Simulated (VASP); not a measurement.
# Si2W (I4/mmm) in VASP: a series of runs, part 2 of 3

VASP 6.6.1. Earlier steps stand in the parts before.

### Step 3. Electric field gradients, PBEsol (equal xx and yy strain of +2 %)

Input file INCAR:

```
SYSTEM = Si2W
PREC = Accurate ; ENCUT = 520
EDIFF = 1E-8 ; ISMEAR = -1
SIGMA = 0.03 ; LREAL = .FALSE.
LASPH = .TRUE. ; NELM = 60
ALGO = Normal ; ISIF = 2
LWAVE = .FALSE. ; LCHARG = .FALSE.
GGA = PS ; LEFG = .TRUE.
NBANDS = 18
```

Input file KPOINTS:

```
Automatic mesh
0
G
  18 18 18
  0 0 0
```

Input file POSCAR:

```
Si2W
1.0
   -1.6381200000      1.6381200000      3.9400000000
    1.6381200000     -1.6381200000      3.9400000000
    1.6381200000      1.6381200000     -3.9400000000
Si W
2 1
Direct
    0.3330000000      0.3330000000      0.0000000000
    0.6670000000      0.6670000000      0.0000000000
    0.0000000000      0.0000000000      0.0000000000
```

Potentials or basis: VASP PAW PBE potentials, release 64 (Si, W_sv).

The run is started by

```
cat potpaw_PBE.64/Si/POTCAR potpaw_PBE.64/W_sv/POTCAR > POTCAR
mpirun -np 1 vasp_std > vasp.out
```

OUTCAR:

```text
SYSTEM = Si2W
   PREC = Accurate
   ENCUT = 520
   EDIFF = 1E-8
   ISMEAR = -1
   LREAL = .FALSE.
   LASPH = .TRUE.
   NELM = 60
   ISIF = 2
   GGA = PS

 ion  position               nearest neighbor table
   1  0.333  0.333  0.000-   3 2.62   2 2.63   2 2.66   2 2.66   2 2.66   2 2.66   3 2.66   3 2.66
                             3 2.66   3 2.66
   2  0.667  0.667  0.000-   3 2.62   1 2.63   1 2.66   1 2.66   1 2.66   1 2.66   3 2.66   3 2.66
                             3 2.66   3 2.66
   3  0.000  0.000  0.000-   1 2.62   2 2.62   2 2.66   1 2.66   2 2.66   2 2.66   2 2.66   1 2.66
                             1 2.66   1 2.66

  LATTYP: Found a body centered tetragonal cell.
 ALAT       =     3.2762400000
 C/A-ratio  =     2.4051962005

  Lattice vectors:

 A1 = (  -1.6381200000,   1.6381200000,   3.9400000000)
 A2 = (   1.6381200000,  -1.6381200000,   3.9400000000)
 A3 = (   1.6381200000,   1.6381200000,  -3.9400000000)

[... 705 lines left out ...]
     1.638120000 -1.638120000  3.940000000     0.305227944  0.000000000  0.126903553
     1.638120000  1.638120000 -3.940000000     0.305227944  0.305227944  0.000000000

 POSITION                                       TOTAL-FORCE (eV/Angst)
 -----------------------------------------------------------------------------------
      0.00000      0.00000      2.62404        -0.000000     -0.000000      0.336596
      0.00000      0.00000      5.25596         0.000000      0.000000     -0.336596
      0.00000      0.00000      0.00000        -0.000000     -0.000000      0.000000
 -----------------------------------------------------------------------------------
    total drift:                                0.000000      0.000000     -0.000000

  FREE ENERGIE OF THE ION-ELECTRON SYSTEM (eV)
  ---------------------------------------------------
  free  energy   TOTEN  =       -26.5552485548 eV

  energy  without entropy=      -26.5546918069  energy(sigma->0) =      -26.55497018

 Electric field gradients (V/A^2)
---------------------------------------------------------------------
 ion       V_xx      V_yy      V_zz      V_xy      V_xz      V_yz
---------------------------------------------------------------------
   1       5.909     5.909   -11.818    -0.000    -0.000    -0.000
   2       5.909     5.909   -11.818    -0.000    -0.000    -0.000
   3      81.593    81.593  -163.186    -0.000    -0.000    -0.000
---------------------------------------------------------------------

 Electric field gradients after diagonalization (V/A^2)
 (convention: |V_zz| > |V_xx| > |V_yy|)
----------------------------------------------------------------------
 ion       V_xx      V_yy      V_zz     asymmetry (V_yy - V_xx)/ V_zz
----------------------------------------------------------------------
   1       5.909     5.909   -11.818       0.000
   2       5.909     5.909   -11.818       0.000
   3      81.593    81.593  -163.186       0.000
----------------------------------------------------------------------

           NMR quadrupolar parameters

 Cq : quadrupolar parameter    Cq=e*Q*V_zz/h
 eta: asymmetry parameters     (V_yy - V_xx)/ V_zz
 Q  : nuclear electric quadrupole moment in mb (millibarn)
----------------------------------------------------------------------
 ion       Cq(MHz)       eta       Q (mb)
----------------------------------------------------------------------
   1      -0.029       0.000       1.000
   2      -0.029       0.000       1.000
   3      -0.395       0.000       1.000
----------------------------------------------------------------------
```

OSZICAR:

```text
N       E                     dE             d eps       ncg     rms          rms(c)
DAV:   1     0.127587723789E+03    0.12759E+03   -0.10802E+04 17280   0.122E+03
DAV:   2    -0.228487499037E+02   -0.15044E+03   -0.14676E+03 19730   0.318E+02
DAV:   3    -0.274550071694E+02   -0.46063E+01   -0.45435E+01 21822   0.497E+01
DAV:   4    -0.274974893042E+02   -0.42482E-01   -0.42421E-01 20380   0.497E+00
DAV:   5    -0.274979432587E+02   -0.45395E-03   -0.45393E-03 20708   0.559E-01    0.237E+01
DAV:   6    -0.266828868622E+02    0.81506E+00   -0.38732E+00 18580   0.135E+01    0.780E+00
DAV:   7    -0.265851264984E+02    0.97760E-01   -0.29327E-01 18380   0.298E+00    0.440E+00
DAV:   8    -0.265559099620E+02    0.29217E-01   -0.56894E-02 19488   0.178E+00    0.319E-01
DAV:   9    -0.265554125836E+02    0.49738E-03   -0.11615E-03 20230   0.273E-01    0.195E-01
DAV:  10    -0.265552571530E+02    0.15543E-03   -0.28725E-04 20566   0.150E-01    0.357E-02
DAV:  11    -0.265552490707E+02    0.80822E-05   -0.37575E-05 19750   0.475E-02    0.179E-02
DAV:  12    -0.265552490775E+02   -0.67898E-08   -0.19511E-06 20088   0.847E-03    0.406E-03
DAV:  13    -0.265552486090E+02    0.46853E-06   -0.33870E-07 19464   0.500E-03    0.748E-04
DAV:  14    -0.265552485558E+02    0.53227E-07   -0.12565E-08 11806   0.106E-03    0.290E-04
DAV:  15    -0.265552485548E+02    0.90085E-09   -0.24232E-09  9596   0.497E-04
   1 F= -.26555249E+02 E0= -.26554970E+02  d E =-.556748E-03
```

stdout:

```text
POSCAR found type information on POSCAR SiW
 POSCAR found :  2 types and       3 ions
 scaLAPACK will be used
 -----------------------------------------------------------------------------
|                                                                             |
|                                                                             |
|     You enforced a specific xc type in the INCAR file but a different       |
|     I HOPE YOU KNOW WHAT YOU ARE DOING!                                     |
|                                                                             |
 -----------------------------------------------------------------------------

 LDA part: xc-table for (Slater+PW92), standard interpolation
 POSCAR, INCAR and KPOINTS ok, starting setup
 FFT: planning ... GRIDC
 FFT: planning ... GRID_SOFT
 FFT: planning ... GRID
 WAVECAR not read
 entering main loop
ion   1

ion   2

ion   3
```

Wall time 4.7 min (1 thread of Intel Xeon Platinum 8488C (Sapphire Rapids), shared host); peak memory 0.47 GiB.

What came out:

* Free energy: -26.5552 eV
* Pressure: -10.9 GPa
* Largest force: 0.337 eV/Å
* Band gap on the k mesh: zero (bands 11 and 12 overlap by 1.21 eV)
* Largest electric field gradient by atom: Si -11.8; W -163.2 V/Å²

Forces on the atoms (eV/Å):
```
Si   0.000  0.000  0.337
Si   0.000  0.000 -0.337
W    0.000  0.000  0.000
```

Electric field gradients, principal values (V/Å²):
```csv
atom,least,middle,greatest (by size)
1 Si,5.909,5.909,-11.818
2 Si,5.909,5.909,-11.818
3 W,81.593,81.593,-163.186
```

Caveat: the cell differs from its parent crystal (equal xx and yy strain of +2 %); the cell stands under tension; without QUAD_EFG the Cq values of the log hold for a quadrupole moment of 1 mb, not for the nuclei; the PAW data sets were made with another functional, which shifts forces and pressure a little; spin-orbit coupling is left out, which moves the levels of the heavy elements.

### Step 4. Electric field gradients, PBEsol (13.01 Å³/atom)

This run uses another cell than the first one, of 13.01 Å³/atom.

Input file INCAR:

```
PREC = Accurate
ENCUT = 520
EDIFF = 1E-8
ISMEAR = -1
SIGMA = 0.03
LREAL = False
LASPH = True
NELM = 100
ALGO = Normal
ISIF = 2
LWAVE = False
LCHARG = False
GGA = PS
LEFG = True
NBANDS = 18
```

Input file KPOINTS:

```
regular mesh
0
Gamma
  18 18 18
```

Input file POSCAR:

```
Si2W
1.0
   -1.5842946366      1.5842946366      3.8867502291
    1.5842946366     -1.5842946366      3.8867502291
    1.5842946366      1.5842946366     -3.8867502291
Si W
2 1
Direct
    0.3330000000      0.3330000000      0.0000000000
    0.6670000000      0.6670000000      0.0000000000
    0.0000000000      0.0000000000      0.0000000000
```

Potentials or basis: VASP PAW PBE potentials, release 64 (Si, W_sv).

The run is started by

```
cat potpaw_PBE.64/Si/POTCAR potpaw_PBE.64/W_sv/POTCAR > POTCAR
mpirun -np 1 vasp_std > vasp.out
```

OUTCAR:

```text
PREC = Accurate
   ENCUT = 520
   EDIFF = 1E-8
   ISMEAR = -1
   LREAL = False
   LASPH = True
   NELM = 100
   ISIF = 2
   GGA = PS

 ion  position               nearest neighbor table
   1  0.333  0.333  0.000-   2 2.59   2 2.59   2 2.59   2 2.59   3 2.59   3 2.59   3 2.59   3 2.59
                             3 2.59   2 2.60
   2  0.667  0.667  0.000-   1 2.59   1 2.59   1 2.59   1 2.59   3 2.59   3 2.59   3 2.59   3 2.59
                             3 2.59   1 2.60
   3  0.000  0.000  0.000-   1 2.59   2 2.59   2 2.59   1 2.59   2 2.59   2 2.59   2 2.59   1 2.59
                             1 2.59   1 2.59

  LATTYP: Found a body centered tetragonal cell.
 ALAT       =     3.1685892732
 C/A-ratio  =     2.4533001244

  Lattice vectors:

 A1 = (  -1.5842946366,   1.5842946366,   3.8867502291)
 A2 = (   1.5842946366,  -1.5842946366,   3.8867502291)
 A3 = (   1.5842946366,   1.5842946366,  -3.8867502291)

[... 706 lines left out ...]
     1.584294637  1.584294637 -3.886750229     0.315597862  0.315597862  0.000000000

 POSITION                                       TOTAL-FORCE (eV/Angst)
 -----------------------------------------------------------------------------------
      0.00000      0.00000      2.58858        -0.000000     -0.000000      0.188278
      0.00000      0.00000      5.18492        -0.000000     -0.000000     -0.188278
      0.00000      0.00000      0.00000         0.000000      0.000000      0.000000
 -----------------------------------------------------------------------------------
    total drift:                                0.000000      0.000000     -0.000000

  FREE ENERGIE OF THE ION-ELECTRON SYSTEM (eV)
  ---------------------------------------------------
  free  energy   TOTEN  =       -26.6146238207 eV

  energy  without entropy=      -26.6139761760  energy(sigma->0) =      -26.61430000

 Electric field gradients (V/A^2)
---------------------------------------------------------------------
 ion       V_xx      V_yy      V_zz      V_xy      V_xz      V_yz
---------------------------------------------------------------------
   1       5.069     5.069   -10.138     0.000    -0.000    -0.000
   2       5.069     5.069   -10.138     0.000    -0.000    -0.000
   3      68.514    68.514  -137.027     0.000    -0.000    -0.000
---------------------------------------------------------------------

 Electric field gradients after diagonalization (V/A^2)
 (convention: |V_zz| > |V_xx| > |V_yy|)
----------------------------------------------------------------------
 ion       V_xx      V_yy      V_zz     asymmetry (V_yy - V_xx)/ V_zz
----------------------------------------------------------------------
   1       5.069     5.069   -10.138       0.000
   2       5.069     5.069   -10.138       0.000
   3      68.514    68.513  -137.027       0.000
----------------------------------------------------------------------

           NMR quadrupolar parameters

 Cq : quadrupolar parameter    Cq=e*Q*V_zz/h
 eta: asymmetry parameters     (V_yy - V_xx)/ V_zz
 Q  : nuclear electric quadrupole moment in mb (millibarn)
----------------------------------------------------------------------
 ion       Cq(MHz)       eta       Q (mb)
----------------------------------------------------------------------
   1      -0.025       0.000       1.000
   2      -0.025       0.000       1.000
   3      -0.331       0.000       1.000
----------------------------------------------------------------------
```

Wall time 4.1 min (1 thread of Intel Xeon Platinum 8488C (Sapphire Rapids), shared host); peak memory 0.45 GiB.

What came out:

```yaml
Free_energy: -26.6146 eV
Pressure: 6.7 GPa
Largest_force: 0.188 eV/Å
Band_gap_on_the_k_mesh: zero (bands 11 and 12 overlap by 1.42 eV)
Largest_electric_field_gradient_by_atom: Si -10.1; W -137.0 V/Å²
```

Forces in eV/Å, atoms in the order of the input:
```
Si   0.000  0.000  0.188
Si   0.000  0.000 -0.188
W    0.000  0.000  0.000
```

Electric field gradients, principal values (V/Å²):
```
atom   least  middle  greatest (by size)
1 Si   5.069   5.069             -10.138
2 Si   5.069   5.069             -10.138
 3 W  68.513  68.514            -137.027
```

Caveat: the cell stands under pressure; without QUAD_EFG the Cq values of the log hold for a quadrupole moment of 1 mb, not for the nuclei; the PAW data sets were made with another functional, which shifts forces and pressure a little; spin-orbit coupling is left out, which moves the levels of the heavy elements.

[end of part 2 of 3]
